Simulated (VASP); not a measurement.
# HS2 (P1) in VASP: single point with PBE

Aim: the single point of HS2 with PBE.

Everything below comes from runs of VASP 6.6.1. Logs are shortened: lines on timing, memory, paths and dates and some standing lists are left out, and cuts for length are marked.

### Step 1. The cell of the first run

The typed cell holds 6 atoms: a = 2.939 Å, b = 2.934 Å, c = 11.597 Å, α = 89.99°, β = 90.43°, γ = 60.44°.

### Step 2. Single point, PBE

Input file INCAR:

```
SYSTEM = HS2
PREC = Accurate
ENCUT = 400
EDIFF = 1E-6
ISMEAR = -1
SIGMA = 0.1
LREAL = .False.
LASPH = .True.
NELM = 120
ALGO = Normal
ISIF = 2
LWAVE = .False.
LCHARG = .True.
GGA = PE
LELF = .True.
LVHAR = .True.
NBANDS = 22
GGA_COMPAT = .False.
```

Input file KPOINTS:

```
Automatic mesh
0
Gamma
  6 6 2
  0 0 0
```

Input file POSCAR:

```
HS2
1.0
    1.4801900000      2.5386810000     -0.0110940000
   -1.4755190000      2.5359850000      0.0003440000
   -0.0449640000     -0.0243980000     11.5968360000
H S
2 4
Direct
    0.4249732326      0.1557270160      0.2371443455
    0.7993166307      0.5119421700      0.8014430411
    0.3495645786      0.3207864877      0.6338501052
    0.6923459245      0.6573803655      0.1164107819
    0.3163183832      0.3043759623      0.8627077705
    0.6826544517      0.6435722135      0.3787755539
```

Potentials or basis: VASP PAW PBE potentials, release 64 (H, S).

Run with:

```sh
$ cat potpaw_PBE.64/H/POTCAR potpaw_PBE.64/S/POTCAR > POTCAR
$ mpirun -np 1 vasp_std > vasp.out
```

OUTCAR:

```text
SYSTEM = HS2
   PREC = Accurate
   ENCUT = 400
   EDIFF = 1E-6
   ISMEAR = -1
   LREAL = .False.
   LASPH = .True.
   NELM = 120
   ISIF = 2
   GGA = PE

 ion  position               nearest neighbor table
   1  0.425  0.156  0.237-
   2  0.799  0.512  0.801-   5 1.50
   3  0.350  0.321  0.634-   5 2.66
   4  0.692  0.657  0.116-
   5  0.316  0.304  0.863-   2 1.50   3 2.66
   6  0.683  0.644  0.379-

  LATTYP: Found a triclinic cell.
 ALAT       =     2.9557323608
 B/A-ratio  =     0.9926485592
 C/A-ratio  =     3.9235449686
 COS(alpha) =     0.0002486837
 COS(beta)  =     0.0077488459
 COS(gamma) =     0.5021110395

  Lattice vectors:

 A1 = (   2.9557090000,   0.0026960000,  -0.0114380000)
 A2 = (   1.4755190000,  -2.5359850000,  -0.0003440000)
 A3 = (   0.0449640000,   0.0243980000, -11.5968360000)

Analysis of symmetry for initial positions (statically):
=====================================================================
 Subroutine PRICEL returns:
 Original cell was already a primitive cell.

 Routine SETGRP: Setting up the symmetry group for a
 triclinic supercell.

 Subroutine GETGRP returns: Found  1 space group operations
 (whereof  1 operations were pure point group operations)
 out of a pool of  2 trial point group operations.

The static configuration has the point symmetry C_1 .

Analysis of symmetry for dynamics (positions and initial velocities):
=====================================================================
 Subroutine PRICEL returns:
 Original cell was already a primitive cell.

 Routine SETGRP: Setting up the symmetry group for a
 triclinic supercell.

 Subroutine GETGRP returns: Found  1 space group operations
 (whereof  1 operations were pure point group operations)
 out of a pool of  2 trial point group operations.

The dynamic configuration has the point symmetry C_1 .

 Subroutine INISYM returns: Found  1 space group operations
 (whereof  1 operations are pure point group operations),
 and found     1 'primitive' translations

----------------------------------------------------------------------------------------

                                     Primitive cell

[... 94 lines left out ...]
   LSORBIT =      F    spin-orbit coupling
   LASPH  =      T    aspherical Exc in radial PAW
   ENCUT  =  400.0 eV  29.40 Ry    5.42 a.u.   4.79  4.78 18.91*2*pi/ulx,y,z
   NELM   =    120;   NELMIN=  2; NELMDL= -5     # of ELM steps
   EDIFF  = 0.1E-05   stopping-criterion for ELM
   LREAL  =      F    real-space projection
   EDIFFG = 0.1E-04   stopping-criterion for IOM
   NSW    =      0    number of steps for IOM
   IBRION =     -1    ionic relax: 0-MD 1-quasi-New 2-CG
   NFREE  =      0    steps in history (QN), initial steepest desc. (CG)
   ISIF   =      2    stress and relaxation
   ISYM   =      2    0-nonsym 1-usesym 2-fastsym
   POTIM  = 0.5000    time-step for ionic-motion
   TEBEG  =    0.0;   TEEND  =   0.0 temperature during run
   PSTRESS=    0.0 pullay stress
   NELECT =      26.0000    total number of electrons
   NUPDOWN=      -1.0000    fix difference up-down
   EMIN   =  10.00;   EMAX   =-10.00  energy-range for DOS
   EFERMI =   0.00;   METHOD = LEGACY
   ISMEAR =    -1;   SIGMA  =   0.10  broadening in eV -4-tet -1-fermi 0-gaus
   EFERMI_NEDOS =   21; number of points for ismear=-14 and -15
   IALGO  =     38    algorithm
   IMIX   =      4    mixing-type and parameters
     AMIX     =   0.40;   BMIX     =  1.00
     AMIX_MAG =   1.60;   BMIX_MAG =  1.00
  volume/ion in A,a.u.               =      14.50        97.82
  Fermi-wavevector in a.u.,A,eV,Ry     =   1.094652  2.068592 16.303352  1.198263
  Thomas-Fermi vector in A             =   2.230961
   LORBIT       =      0    0 simple, 1 ext, 2 COOP (PROOUT), +10 PAW based schemes
   GGA     = PE    functional components
   LHFCALC =     F    Hartree Fock is set to
   AEXX    =    0.0000 exact exchange contribution
   IVDW    =     0    specifies the selected vdW correction
   LEPSILON=     F    determine dielectric tensor
   LRPA    =     F    only Hartree local field effects (RPA)
 non-spin polarized calculation
  energy-cutoff  :      400.00
  volume of cell :       86.97
 maximum number of plane-waves:      1600
   NGX =  9   NGY =  9   NGZ = 37

 number of electron      26.0000000 magnetization

 Free energy of the ion-electron system (eV)
  ---------------------------------------------------
  ext. energy  EPLUGINS =         0.00000000
  ---------------------------------------------------
  free energy    TOTEN  =       -17.07697790 eV

  energy without entropy =      -16.93428153  energy(sigma->0) =      -17.00562971

 E-fermi :   4.4013     XC(G=0):  -9.9566

 val. band max:        4.3775446431   @ k =   0.1667  -0.0000   0.5000
 cond. band min:       4.4275935015   @ k =   0.3333  -0.0000   0.5000
 fundamental gap:      0.0500488584
 Fermi energy:         4.4012789202

 k-point     1 :       0.0000    0.0000    0.0000
  band No.  band energies     occupation
      1     -11.4790      2.00000
      2     -10.1937      2.00000
      3      -9.6263      2.00000
      4      -8.9877      2.00000
      5      -2.3943      2.00000
      6      -0.5737      2.00000
[... 589 lines left out ...]
     21      12.2225      0.00000
     22      12.6883      0.00000

 [... further k-points ...]

------------------------ aborting loop because EDIFF is reached ----------------------------------------

  FORCE on cell =-STRESS in cart. coord.  units (eV):
  Direction    XX          YY          ZZ          XY          YZ          ZX
  --------------------------------------------------------------------------------------
  -------------------------------------------------------------------------------------
  Total       -2.7665833     -2.1793870     -3.5617342      0.2303062     -0.6797231      0.0411417
  in kB      -50.9664616    -40.1490334    -65.6148652      4.2427393    -12.5219734      0.7579199
  external PRESSURE =     -52.2434534 kB  Pullay stress =       0.0000000 kB

 VOLUME and BASIS-vectors are now :
 -----------------------------------------------------------------------------
  energy-cutoff  :      400.00
  volume of cell :       86.97
      direct lattice vectors                 reciprocal lattice vectors
     1.480190000  2.538681000 -0.011094000     0.338155513  0.196749701  0.001725050
    -1.475519000  2.535985000  0.000344000    -0.338511797  0.197366988 -0.000897269
    -0.044964000 -0.024398000 11.596836000     0.000333535  0.000182364  0.086232094

 POSITION                                       TOTAL-FORCE (eV/Angst)
 -----------------------------------------------------------------------------------
      0.38860      1.46801      2.74546         1.317848     -0.745056     -0.758417
      0.39172      3.30793      9.28551         0.984768      0.604559      1.001240
      0.01559      1.68548      7.34689         0.100289      0.047255      0.340180
      0.04959      3.42191      1.34254        -0.901058      0.651402      0.817922
     -0.01969      1.55388     10.00128        -1.128132     -0.659677     -1.433088
      0.04382      3.35589      4.38525        -0.373715      0.101517      0.032162
 -----------------------------------------------------------------------------------
    total drift:                               -0.000693     -0.000151     -0.000009

  FREE ENERGIE OF THE ION-ELECTRON SYSTEM (eV)
  ---------------------------------------------------
  free  energy   TOTEN  =       -17.0769778983 eV

  energy  without entropy=      -16.9342815314  energy(sigma->0) =      -17.00562971
```

OSZICAR:

```text
N       E                     dE             d eps       ncg     rms          rms(c)
DAV:   1     0.968240417210E+02    0.96824E+02   -0.98726E+03  1760   0.837E+02
DAV:   2    -0.106463059682E+02   -0.10747E+03   -0.10296E+03  2412   0.162E+02
DAV:   3    -0.170939012997E+02   -0.64476E+01   -0.63733E+01  2186   0.413E+01
DAV:   4    -0.171772852430E+02   -0.83384E-01   -0.83335E-01  2184   0.586E+00
DAV:   5    -0.171789084420E+02   -0.16232E-02   -0.16231E-02  2218   0.780E-01    0.130E+01
DAV:   6    -0.173028978449E+02   -0.12399E+00   -0.29659E+00  2598   0.377E+00    0.806E+00
DAV:   7    -0.178428265030E+02   -0.53993E+00   -0.15215E+01  2482   0.813E+00    0.663E+00
DAV:   8    -0.171748765430E+02    0.66795E+00   -0.32201E+00  2284   0.438E+00    0.180E+00
DAV:   9    -0.170971665123E+02    0.77710E-01   -0.52383E-01  2228   0.221E+00    0.912E-01
DAV:  10    -0.170831798605E+02    0.13987E-01   -0.10274E-01  2240   0.110E+00    0.476E-01
DAV:  11    -0.170778785454E+02    0.53013E-02   -0.23794E-02  2322   0.494E-01    0.268E-01
DAV:  12    -0.170773754019E+02    0.50314E-03   -0.19728E-03  2194   0.220E-01    0.164E-01
DAV:  13    -0.170769697338E+02    0.40567E-03   -0.17903E-03  2248   0.146E-01    0.517E-02
DAV:  14    -0.170769757459E+02   -0.60122E-05   -0.18384E-04  2210   0.627E-02    0.363E-02
DAV:  15    -0.170769775804E+02   -0.18344E-05   -0.13108E-05  2228   0.157E-02    0.176E-02
DAV:  16    -0.170769778983E+02   -0.31787E-06   -0.68890E-06  1610   0.964E-03
   1 F= -.17076978E+02 E0= -.17005630E+02  d E =-.142696E+00
```

Wall time 100 s (1 thread of Intel Xeon 8259CL, shared host); peak memory 0.19 GiB.

What came out:

```yaml
Free_energy: -17.0770 eV
Pressure: -5.2 GPa
Largest_force: 1.939 eV/Å
Band_gap_on_the_k_mesh: zero (bands 13 and 14 overlap by 4.20 eV)
```

Forces on the atoms (eV/Å):
```
H    1.318 -0.745 -0.758
H    0.985  0.605  1.001
S    0.100  0.047  0.340
S   -0.901  0.651  0.818
S   -1.128 -0.660 -1.433
S   -0.374  0.102  0.032
```

Levels at points of the mesh, in eV from the Fermi level:
```csv
k point,band 11,band 12,band 13,band 14,band 15,band 16
"(0.00, 0.00, 0.00)",1.62,1.97,2.04,2.15,2.25,2.35
"(0.50, 0.00, 0.00)",-0.59,-0.33,-0.03,0.39,0.53,0.76
"(0.00, 0.50, 0.00)",-1.33,-0.31,0.15,0.30,0.49,0.62
"(0.50, 0.50, 0.00)",-1.36,-0.40,-0.12,0.19,0.58,0.75
"(0.00, 0.00, 0.50)",1.64,1.96,2.06,2.19,2.23,2.34
"(0.50, 0.00, 0.50)",-0.61,-0.29,-0.11,0.38,0.54,0.67
"(0.00, 0.50, 0.50)",-1.27,-0.31,-0.03,0.14,0.37,0.66
"(0.50, 0.50, 0.50)",-1.29,-0.25,-0.09,0.31,0.49,0.56
```

Caveat: the k points lie up to 0.41 Å⁻¹ apart, too coarse for converged energies and pressures of a metal; forces of over 1 eV/Å act on the atoms, so gaps and moduli don't describe the material at rest.

The gap in the log of VASP goes by the Fermi energy; the results here count the filled bands.